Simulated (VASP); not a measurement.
# ScAl3 (Pm-3m) in VASP: further runs, part 2 of 2

VASP 6.6.1. The steps go on from the part before.

## 4. Single point, r2SCAN

This run uses another cell than the first one, of 17.25 Å³/atom.

POSCAR

```
ScAl3
1.0
    4.1013874225      0.0000000000      0.0000000000
    0.0000000000      4.1013874225      0.0000000000
    0.0000000000      0.0000000000      4.1013874225
Sc Al
1 3
Direct
    0.0000000000      0.0000000000      0.0000000000
    0.5000000000      0.0000000000      0.5000000000
    0.0000000000      0.5000000000      0.5000000000
    0.5000000000      0.5000000000      0.0000000000
```

INCAR.step1

```
  PREC = Accurate
  ENCUT = 520
  ISMEAR = -1
  SIGMA = 0.1
  LREAL = F
  LASPH = T
  NELM = 100
  NBANDS = 18
  GGA = PE
  ALGO = Normal
  EDIFF = 1E-4
  LWAVE = T
  LCHARG = F
```

INCAR.step2

```
  PREC = Accurate
  ENCUT = 520
  EDIFF = 1E-6
  ISMEAR = -1
  SIGMA = 0.1
  LREAL = F
  LASPH = T
  NELM = 100
  ALGO = Normal
  ISIF = 2
  LWAVE = F
  LCHARG = F
  METAGGA = R2SCAN
  LMIXTAU = T
  NBANDS = 18
  ISTART = 1
```

KPOINTS

```
regular mesh
0
Gamma
  7 7 7
```

The run is started by

```sh
$ cat potpaw_PBE.64/Sc_sv/POTCAR potpaw_PBE.64/Al/POTCAR > POTCAR
$ cp INCAR.step1 INCAR
$ mpirun -np 1 vasp_std > vasp.out
$ cp INCAR.step2 INCAR
$ mpirun -np 1 vasp_std > vasp.out
```

It took 1.8 min on 1 thread of Intel Xeon 8259CL, shared host; peak memory 0.19 GiB.

Results (log left out):

| Quantity | Value |
| --- | --- |
| Free energy | -33.5304 eV |
| Pressure | -1.1 GPa |
| Band gap on the k mesh | zero (bands 10 and 11 overlap by 3.84 eV) |

Levels at points of the mesh, in eV from the Fermi level:
| k point | band 7 | band 8 | band 9 | band 10 | band 11 | band 12 | band 13 | band 14 |
| --- | --- | --- | --- | --- | --- | --- | --- | --- |
| (0.00, 0.00, 0.00) | -2.65 | -1.95 | -1.95 | -1.95 | 1.38 | 1.46 | 1.46 | 1.46 |

Caveat: the PAW data sets were made with another functional, which shifts forces and pressure a little.

## 5. Single point, r2SCAN

This run uses another cell than the first one, of 17.76 Å³/atom.

POSCAR

```
ScAl3
1.0
    4.1415996674      0.0000000000      0.0000000000
    0.0000000000      4.1415996674      0.0000000000
    0.0000000000      0.0000000000      4.1415996674
Sc Al
1 3
Direct
    0.0000000000      0.0000000000      0.0000000000
    0.5000000000      0.0000000000      0.5000000000
    0.0000000000      0.5000000000      0.5000000000
    0.5000000000      0.5000000000      0.0000000000
```

INCAR.step1

```
SYSTEM = ScAl3
ALGO = Normal
EDIFF = 1E-4
ENCUT = 520
GGA = PE
ISMEAR = -1
LASPH = .TRUE.
LCHARG = .FALSE.
LREAL = .FALSE.
LWAVE = .TRUE.
NBANDS = 18
NELM = 100
PREC = Accurate
SIGMA = 0.1
```

INCAR.step2

```
SYSTEM = ScAl3
ALGO = Normal
EDIFF = 1E-6
ENCUT = 520
ISIF = 2
ISMEAR = -1
ISTART = 1
LASPH = .TRUE.
LCHARG = .FALSE.
LMIXTAU = .TRUE.
LREAL = .FALSE.
LWAVE = .FALSE.
METAGGA = R2SCAN
NBANDS = 18
NELM = 100
PREC = Accurate
SIGMA = 0.1
```

KPOINTS

```
k-points
0
G
  7 7 7
  0 0 0
```

Potentials or basis: VASP PAW PBE potentials, release 64 (Sc_sv, Al).

The run is started by

```sh
$ cat potpaw_PBE.64/Sc_sv/POTCAR potpaw_PBE.64/Al/POTCAR > POTCAR
$ cp INCAR.step1 INCAR
$ mpirun -np 1 vasp_std > vasp.out
$ cp INCAR.step2 INCAR
$ mpirun -np 1 vasp_std > vasp.out
```

OUTCAR:

```text
SYSTEM = ScAl3
   EDIFF = 1E-6
   ENCUT = 520
   ISIF = 2
   ISMEAR = -1
   ISTART = 1
   LASPH = .TRUE.
   LREAL = .FALSE.
   METAGGA = R2SCAN
   NELM = 100
   PREC = Accurate

 ion  position               nearest neighbor table
   1  0.000  0.000  0.000-   2 2.93   3 2.93   4 2.93   2 2.93   3 2.93   3 2.93   4 2.93   3 2.93
                             2 2.93   4 2.93   2 2.93   4 2.93
   2  0.500  0.000  0.500-   1 2.93   3 2.93   4 2.93   1 2.93   4 2.93   3 2.93   4 2.93   4 2.93
                             1 2.93   3 2.93   1 2.93   3 2.93
   3  0.000  0.500  0.500-   1 2.93   2 2.93   4 2.93   1 2.93   4 2.93   1 2.93   2 2.93   1 2.93
[... 618 lines left out ...]
  -------------------------------------------------------------------------------------
  Total       -1.5672245     -1.5672245     -1.5672245     -0.0000000      0.0000000      0.0000000
  in kB      -35.3457688    -35.3457688    -35.3457688     -0.0000000      0.0000000      0.0000000
  external PRESSURE =     -35.3457688 kB  Pullay stress =       0.0000000 kB

 VOLUME and BASIS-vectors are now :
 -----------------------------------------------------------------------------
  energy-cutoff  :      520.00
  volume of cell :       71.04
      direct lattice vectors                 reciprocal lattice vectors
     4.141599667  0.000000000  0.000000000     0.241452598  0.000000000  0.000000000
     0.000000000  4.141599667  0.000000000     0.000000000  0.241452598  0.000000000
     0.000000000  0.000000000  4.141599667     0.000000000  0.000000000  0.241452598

 POSITION                                       TOTAL-FORCE (eV/Angst)
 -----------------------------------------------------------------------------------
      0.00000      0.00000      0.00000         0.000000      0.000000      0.000000
      2.07080      0.00000      2.07080         0.000000      0.000000      0.000000
      0.00000      2.07080      2.07080         0.000000      0.000000      0.000000
      2.07080      2.07080      0.00000         0.000000      0.000000      0.000000
 -----------------------------------------------------------------------------------
    total drift:                                0.000000      0.000000      0.000000

  FREE ENERGIE OF THE ION-ELECTRON SYSTEM (eV)
  ---------------------------------------------------
  free  energy   TOTEN  =       -33.5007061261 eV

  energy  without entropy=      -33.4594543402  energy(sigma->0) =      -33.48008023
```

Run time: 96 s. Hardware: 1 thread of Intel Xeon 8259CL, shared host; peak memory 0.19 GiB.

What came out:

- Free energy: -33.5007 eV
- Pressure: -3.5 GPa
- Band gap on the k mesh: zero (bands 10 and 11 overlap by 3.77 eV)

Levels at points of the mesh, in eV from the Fermi level:
| k point | band 7 | band 8 | band 9 | band 10 | band 11 | band 12 | band 13 | band 14 |
| --- | --- | --- | --- | --- | --- | --- | --- | --- |
| (0.00, 0.00, 0.00) | -2.62 | -1.94 | -1.94 | -1.94 | 1.39 | 1.43 | 1.43 | 1.43 |

Caveat: the cell stands under tension; the PAW data sets were made with another functional, which shifts forces and pressure a little.

## 6. Single point, r2SCAN

This run uses another cell than the first one, of 18.27 Å³/atom.

POSCAR

```
ScAl3
1.0
    4.1810458478      0.0000000000      0.0000000000
    0.0000000000      4.1810458478      0.0000000000
    0.0000000000      0.0000000000      4.1810458478
Sc Al
1 3
Direct
    0.0000000000      0.0000000000      0.0000000000
    0.5000000000      0.0000000000      0.5000000000
    0.0000000000      0.5000000000      0.5000000000
    0.5000000000      0.5000000000      0.0000000000
```

INCAR.step1

```
PREC = Accurate ; ENCUT = 520
ISMEAR = -1 ; SIGMA = 0.1
LREAL = False ; LASPH = True
NELM = 60 ; NBANDS = 18
GGA = PE ; ALGO = Normal
EDIFF = 1E-4 ; LWAVE = True
LCHARG = False
```

INCAR.step2

```
PREC = Accurate ; ENCUT = 520
EDIFF = 1E-7 ; ISMEAR = -1
SIGMA = 0.1 ; LREAL = False
LASPH = True ; NELM = 60
ALGO = Normal ; ISIF = 2
LWAVE = False ; LCHARG = False
METAGGA = R2SCAN ; LMIXTAU = True
NBANDS = 18 ; ISTART = 1
```

KPOINTS

```
Automatic mesh
0
Gamma
  7 7 7
```

Potentials or basis: VASP PAW PBE potentials, release 64 (Sc_sv, Al).

The run is started by

```sh
$ cat potpaw_PBE.64/Sc_sv/POTCAR potpaw_PBE.64/Al/POTCAR > POTCAR
$ cp INCAR.step1 INCAR
$ mpirun -np 1 vasp_std > vasp.out
$ cp INCAR.step2 INCAR
$ mpirun -np 1 vasp_std > vasp.out
```

OUTCAR:

```text
PREC = Accurate
   ENCUT = 520
   EDIFF = 1E-7
   ISMEAR = -1
   LREAL = False
   LASPH = True
   NELM = 60
   ISIF = 2
   METAGGA = R2SCAN
   ISTART = 1

 ion  position               nearest neighbor table
   1  0.000  0.000  0.000-   2 2.96   3 2.96   4 2.96   2 2.96   3 2.96   3 2.96   4 2.96   3 2.96
                             2 2.96   4 2.96   2 2.96   4 2.96
   2  0.500  0.000  0.500-   1 2.96   3 2.96   4 2.96   1 2.96   4 2.96   3 2.96   4 2.96   4 2.96
                             1 2.96   3 2.96   1 2.96   3 2.96
   3  0.000  0.500  0.500-   1 2.96   2 2.96   4 2.96   1 2.96   4 2.96   1 2.96   2 2.96   1 2.96
                             2 2.96   4 2.96   4 2.96   2 2.96
   4  0.500  0.500  0.000-   1 2.96   2 2.96   3 2.96   2 2.96   3 2.96   1 2.96   2 2.96   2 2.96
                             1 2.96   3 2.96   3 2.96   1 2.96

  LATTYP: Found a simple cubic cell.
 ALAT       =     4.1810458478

  Lattice vectors:

 A1 = (   4.1810458478,   0.0000000000,   0.0000000000)
 A2 = (   0.0000000000,   4.1810458478,   0.0000000000)
 A3 = (   0.0000000000,   0.0000000000,   4.1810458478)

Analysis of symmetry for initial positions (statically):
=====================================================================
 Subroutine PRICEL returns:
 Original cell was already a primitive cell.

 Routine SETGRP: Setting up the symmetry group for a
 simple cubic supercell.

 Subroutine GETGRP returns: Found 48 space group operations
 (whereof 48 operations were pure point group operations)
 out of a pool of 48 trial point group operations.

The static configuration has the point symmetry O_h .

Analysis of symmetry for dynamics (positions and initial velocities):
=====================================================================
 Subroutine PRICEL returns:
 Original cell was already a primitive cell.

 Routine SETGRP: Setting up the symmetry group for a
 simple cubic supercell.

 Subroutine GETGRP returns: Found 48 space group operations
 (whereof 48 operations were pure point group operations)
 out of a pool of 48 trial point group operations.
[... 121 lines left out ...]
  volume/ion in A,a.u.               =      18.27       123.31
  Fermi-wavevector in a.u.,A,eV,Ry     =   1.062837  2.008470 15.369440  1.129622
  Thomas-Fermi vector in A             =   2.198301
   LORBIT       =      0    0 simple, 1 ext, 2 COOP (PROOUT), +10 PAW based schemes
   METAGGA = R2SCAN    functional components
   LHFCALC =     F    Hartree Fock is set to
   AEXX    =    0.0000 exact exchange contribution
   IVDW    =     0    specifies the selected vdW correction
   LEPSILON=     F    determine dielectric tensor
   LRPA    =     F    only Hartree local field effects (RPA)
 non-spin polarized calculation
  energy-cutoff  :      520.00
  volume of cell :       73.09
 maximum number of plane-waves:      1987
 NGX is ok and might be reduce to    32
   NGX = 15   NGY = 15   NGZ = 15

 number of electron      19.9999997 magnetization

 Free energy of the ion-electron system (eV)
  ---------------------------------------------------
  ext. energy  EPLUGINS =         0.00000000
  ---------------------------------------------------
  free energy    TOTEN  =       -33.44164743 eV

  energy without entropy =      -33.39826675  energy(sigma->0) =      -33.41995709

 E-fermi :   6.6696     XC(G=0): -10.8481

 val. band max:        6.5557539544   @ k =   0.4286   0.4286   0.1429
 cond. band min:       6.6724523443   @ k =   0.2857   0.0000   0.0000
 fundamental gap:      0.1166983900
 Fermi energy:         6.6696193222

 k-point     1 :       0.0000    0.0000    0.0000
  band No.  band energies     occupation
      1     -44.6276      2.00000
      2     -22.3399      2.00000
      3     -22.3399      2.00000
      4     -22.3399      2.00000
      5      -3.5641      2.00000
      6       4.0750      2.00000
[... 397 lines left out ...]
      5       0.8046      2.00000
      6       1.8111      2.00000
[... 10 lines left out ...]
     17      10.7492      0.00000
     18      16.1614      0.00000

------------------------ aborting loop because EDIFF is reached ----------------------------------------

  FORCE on cell =-STRESS in cart. coord.  units (eV):
  Direction    XX          YY          ZZ          XY          YZ          ZX
  --------------------------------------------------------------------------------------
  -------------------------------------------------------------------------------------
  Total       -2.5812092     -2.5812092     -2.5812092     -0.0000000      0.0000000     -0.0000000
  in kB      -56.5820917    -56.5820917    -56.5820917     -0.0000000      0.0000000     -0.0000000
  external PRESSURE =     -56.5820917 kB  Pullay stress =       0.0000000 kB

 VOLUME and BASIS-vectors are now :
 -----------------------------------------------------------------------------
  energy-cutoff  :      520.00
  volume of cell :       73.09
      direct lattice vectors                 reciprocal lattice vectors
     4.181045848  0.000000000  0.000000000     0.239174608  0.000000000  0.000000000
     0.000000000  4.181045848  0.000000000     0.000000000  0.239174608  0.000000000
     0.000000000  0.000000000  4.181045848     0.000000000  0.000000000  0.239174608

 POSITION                                       TOTAL-FORCE (eV/Angst)
 -----------------------------------------------------------------------------------
      0.00000      0.00000      0.00000         0.000000      0.000000      0.000000
      2.09052      0.00000      2.09052         0.000000      0.000000      0.000000
      0.00000      2.09052      2.09052         0.000000      0.000000      0.000000
      2.09052      2.09052      0.00000         0.000000      0.000000      0.000000
 -----------------------------------------------------------------------------------
    total drift:                               -0.000000      0.000000      0.000000

  FREE ENERGIE OF THE ION-ELECTRON SYSTEM (eV)
  ---------------------------------------------------
  free  energy   TOTEN  =       -33.4416474324 eV

  energy  without entropy=      -33.3982667479  energy(sigma->0) =      -33.41995709
```

Wall time 1.7 min (1 thread of Intel Xeon 8259CL, shared host); peak memory 0.19 GiB.

What came out:

- Free energy: -33.4416 eV
- Pressure: -5.7 GPa
- Band gap on the k mesh: zero (bands 10 and 11 overlap by 3.70 eV)

Caveat: the cell stands under tension; the PAW data sets were made with another functional, which shifts forces and pressure a little.

## 7. The runs side by side

```tsv
cell	gap on the mesh (eV)	pressure (GPa)
a = 4.019 Å, 4 atoms	none	5.2
a = 4.060 Å, 4 atoms	none	1.8
a = 4.101 Å, 4 atoms	none	-1.1
a = 4.142 Å, 4 atoms	none	-3.5
a = 4.181 Å, 4 atoms	none	-5.7
```

Alike in all rows: task single point; level r2SCAN; potentials or basis VASP PAW PBE potentials, release 64 (Sc_sv, Al); no spin polarisation; k mesh 7 × 7 × 7; cutoff (eV) 520; smearing fermi-dirac 0.1 eV.

Caveats: the PAW data sets were made with another functional, which shifts forces and pressure a little; the cell stands under tension (at least some runs); the cell stands under pressure (at least some runs).

Absolute energies hang on the potentials; compare differences alone.
